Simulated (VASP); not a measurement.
Wanted: the native input for a VASP 6.6.1 run.

```yaml
Task: single point
Functional: PBE
Potentials_or_basis: VASP PAW PBE potentials, release 64 (Au)
Cutoff: 520 eV
k_mesh: 18 × 18 × 18
Occupations: gaussian, width 0.05 eV
Spin: no spin polarisation
Dipole_correction: no
k_mesh_for_the_DOS: 27 × 27 × 27
Occupations_for_the_DOS: tetrahedron
Further_INCAR_settings: ALGO = Normal; EDIFF = 1e-06
```

Au:

```
Au
1.0
     0.00000    2.07913    2.07913
     2.07913    0.00000    2.07913
     2.07913    2.07913    0.00000
Au
1
Direct
  0.00000 0.00000 0.00000
```

The input as run:

POSCAR

```
Au
1.0
    0.0000000000      2.0791276141      2.0791276141
    2.0791276141      0.0000000000      2.0791276141
    2.0791276141      2.0791276141      0.0000000000
Au
1
Direct
    0.0000000000      0.0000000000      0.0000000000
```

INCAR.step1

```
PREC = Accurate ; ENCUT = 520
EDIFF = 1E-6 ; ISMEAR = 0
SIGMA = 0.05 ; LREAL = F
LASPH = T ; NELM = 100
ALGO = Normal ; ISIF = 2
LWAVE = F ; LCHARG = T
LMAXMIX = 4 ; GGA = PE
NBANDS = 12
```

KPOINTS.step1

```
regular mesh
0
Gamma
  18 18 18
```

INCAR.step2

```
PREC = Accurate ; ENCUT = 520
EDIFF = 1E-6 ; ISMEAR = -5
SIGMA = 0.05 ; LREAL = F
LASPH = T ; NELM = 100
ALGO = Normal ; ISIF = 2
LWAVE = F ; LCHARG = F
LMAXMIX = 4 ; GGA = PE
LORBIT = 11 ; NEDOS = 1001
ICHARG = 11
```

KPOINTS.step2

```
regular mesh
0
Gamma
  27 27 27
```

Potentials or basis: VASP PAW PBE potentials, release 64 (Au).

Command:

```console
$ cat potpaw_PBE.64/Au/POTCAR > POTCAR
$ cp INCAR.step1 INCAR
$ cp KPOINTS.step1 KPOINTS
$ mpirun -np 1 vasp_std > vasp.out
$ cp INCAR.step2 INCAR
$ cp KPOINTS.step2 KPOINTS
$ mpirun -np 1 vasp_std > vasp.out
```

It gave:

| Quantity | Value |
| --- | --- |
| Valence electrons inside the program's atomic spheres | Au 9.60 |

It took 87 s on 1 thread of Intel Xeon 8259CL, with other jobs on the host, peak memory 0.23 GiB.
